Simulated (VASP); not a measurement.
**SiHg: single point with PBE**

Crystal: SiHg.

```xyz
2
Lattice="3.4754 0.0000 0.0000 0.0000 3.4754 0.0000 0.0000 0.0000 3.4754" Properties=species:S:1:pos:R:3 pbc="T T T"
Si    0.0000    0.0000    0.0000
Hg    1.7377    1.7377    1.7377
```

The cell was built from a structure type or drawn by symmetry, and may not be a known phase.

* Program: VASP 6.6.1
* Task: single point
* Functional: PBE
* Potentials or basis: VASP PAW PBE potentials, release 64 (Si, Hg)
* Cutoff: 520 eV
* k mesh: 6 × 6 × 6
* Occupations: gaussian, width 0.1 eV
* Spin: no spin polarisation

The pressure is -1.4 GPa and the band gap on the k mesh is zero (bands 8 and 9 overlap by 6.20 eV).

Levels at points of the mesh, in eV from the Fermi level:
```
           k point  band 4  band 5  band 6  band 7  band 8  band 9  band 10  band 11  band 12  band 13
(0.00, 0.00, 0.00)   -6.54   -6.54   -6.54    0.94    0.97    0.97     0.97     6.17     6.17    12.92
(0.50, 0.00, 0.00)   -6.95   -6.95   -6.50   -5.31    3.50    3.50     5.29     5.33     6.03     6.32
(0.50, 0.50, 0.00)   -6.83   -6.16   -3.98   -3.48   -3.48   -2.70     3.43     8.81     8.81     9.02
(0.50, 0.50, 0.50)   -6.14   -6.14   -4.88   -0.06    0.49    0.49     0.49     1.04     1.04     1.04
```

Wall time 13 s on 1 thread of Intel(R) Xeon(R) Platinum 8259CL CPU @ 2.50GHz (Skylake/Cascade Lake), on a shared host, peak memory 0.16 GiB.

Caveat: spin-orbit coupling is left out, which moves the levels of the heavy elements.
